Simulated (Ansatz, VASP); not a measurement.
Given: the input of a run of Ansatz 0.2.0 on I.

File input.yaml:

```yaml
crystal:
  lattice:
    - [0.0, 2.3173093325, 3.830025081]
    - [2.1474932061, 0.0, 3.830025081]
    - [2.1474932061, 2.3173093325, 0.0]
  atoms:
    - { symbol: I, position: [0.0, 0.0, 0.0] }
hamiltonian:
  xc: r2scan
  pseudopotentials: { kind: paw }
  dispersion: d3bj
kpoints:
  mp_grid: { grid: [9, 9, 9] }
scf:
  occupations: { method: fermi_dirac, width: 0.05 }
output:
  forces: true
  stress: true
  eigenvalues: true
```

Potentials or basis: Ansatz PAW.

Command:

```bash
$ ansatz run input.yaml --threads 2 --pin off --max-ram 5120MiB --backend cpu --events-out ev --progress --plain --runs-dir out
```

Translate it to VASP 6.6.1. Potentials there: VASP PAW PBE potentials, release 64 (I).

As run (the cutoff follows the program's own potentials):

File POSCAR:

```
I
1.0
    0.0000000000      2.3173093325      3.8300250810
    2.1474932061      0.0000000000      3.8300250810
    2.1474932061      2.3173093325      0.0000000000
I
1
Direct
    0.0000000000      0.0000000000      0.0000000000
```

File INCAR.step1:

```
ALGO = Normal
EDIFF = 1E-4
ENCUT = 520
GGA = PE
ISMEAR = -1
LASPH = T
LCHARG = F
LREAL = F
LWAVE = T
NBANDS = 10
NELM = 60
PREC = Accurate
SIGMA = 0.05
```

File INCAR.step2:

```
ALGO = Normal
EDIFF = 1E-6
ENCUT = 520
ISIF = 2
ISMEAR = -1
ISTART = 1
IVDW = 12
LASPH = T
LCHARG = F
LMIXTAU = T
LREAL = F
LWAVE = F
METAGGA = R2SCAN
NBANDS = 10
NELM = 60
PREC = Accurate
SIGMA = 0.05
VDW_A1 = 0.49484001
VDW_A2 = 5.73083694
VDW_S6 = 1.0
VDW_S8 = 0.78981345
```

Contents of KPOINTS:

```
k-points
0
Gamma
  9 9 9
```

Potentials or basis: VASP PAW PBE potentials, release 64 (I).

Command:

```console
$ cat potpaw_PBE.64/I/POTCAR > POTCAR
$ cp INCAR.step1 INCAR
$ mpirun -np 1 vasp_std > vasp.out
$ cp INCAR.step2 INCAR
$ mpirun -np 1 vasp_std > vasp.out
```

Both were run:

|  | VASP | Ansatz | Ansatz less VASP |
| --- | --- | --- | --- |
| gap on the k mesh at the Fermi level (eV) | none | none | - |
| pressure (GPa) | 1.2 | 1.3 | +0.04 |
| traceless stress, the component that is largest in VASP (GPa) | -1.58 | -1.62 | -0.038 |

VASP's potentials were made for PBE, not for r2SCAN. A gap of «none» marks a metal or a gap that the smearing closes. VASP's potentials hold 7 valence electrons a cell and Ansatz's 17, so a difference there can come from the potentials and not from the codes.

Spin-orbit coupling is off throughout.
